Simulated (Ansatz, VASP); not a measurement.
HfGe in VASP and in Ansatz

Contents of INCAR:

```
PREC     = Accurate       # precision mode
ENCUT    = 500            # plane-wave cutoff, eV
EDIFF    = 1E-6           # SCF threshold, eV
ISMEAR   = -1             # smearing method
SIGMA    = 0.15           # smearing width, eV
LREAL    = F              # projectors in reciprocal space
LASPH    = T              # aspherical terms in the spheres
NELM     = 120            # most SCF steps
ALGO     = Normal         # electronic algorithm
ISIF     = 2              # what is computed and relaxed
LWAVE    = F              # write WAVECAR
LCHARG   = F              # write CHGCAR
GGA      = PS             # functional
NBANDS   = 19             # bands
GGA_COMPAT= F
```

KPOINTS

```
Automatic mesh
0
Gamma
  12 12 12
```

File POSCAR:

```
HfGe
1.0
    3.2727000000      0.0000000000      0.0000000000
    0.0000000000      3.2727000000      0.0000000000
    0.0000000000      0.0000000000      3.2727000000
Hf Ge
1 1
Direct
    0.0000000000      0.0000000000      0.0000000000
    0.5000000000      0.5000000000      0.5000000000
```

Input for Ansatz:

```yaml
crystal:
  lattice:
    - [3.2727, 0.0, 0.0]
    - [0.0, 3.2727, 0.0]
    - [0.0, 0.0, 3.2727]
  atoms:
    - { symbol: Hf, position: [0.0, 0.0, 0.0] }
    - { symbol: Ge, position: [0.5, 0.5, 0.5] }
basis:
  ecutwfc: 420
kpoints:
  mp_grid: { grid: [12, 12, 12] }
hamiltonian:
  xc: pbesol
scf:
  occupations: { method: fermi_dirac, width: 0.15 }
output:
  forces: true
  stress: true
  eigenvalues: true
```

Alike in both runs: task single point; functional PBEsol; k mesh 12 × 12 × 12; occupations fermi-dirac, width 0.15 eV; no spin polarisation.

```csv
,VASP,Ansatz
version,VASP 6.6.1,Ansatz 0.2.0
potentials or method,"VASP PAW PBE potentials, release 64 (Hf_pv, Ge_d), cutoff 500 eV","scalar-relativistic, plane waves, PAW"
valence electrons in the cell,24,40
```

VASP gave:

```
gap on the k mesh at the Fermi level (eV) : none
pressure (GPa)                            : 4.3
```

Q: Which values does Ansatz return?

A: gap on the k mesh at the Fermi level (eV): none; pressure (GPa): 4.5.

VASP's potentials were made for PBE, not for PBEsol. A gap of «none» marks a metal or a gap that the smearing closes. With one functional, cell and mesh, what is left measures potentials, basis and numerics. VASP's potentials hold 24 valence electrons a cell and Ansatz's 40, so a difference there can come from the potentials and not from the codes.

Spin-orbit coupling is off throughout.
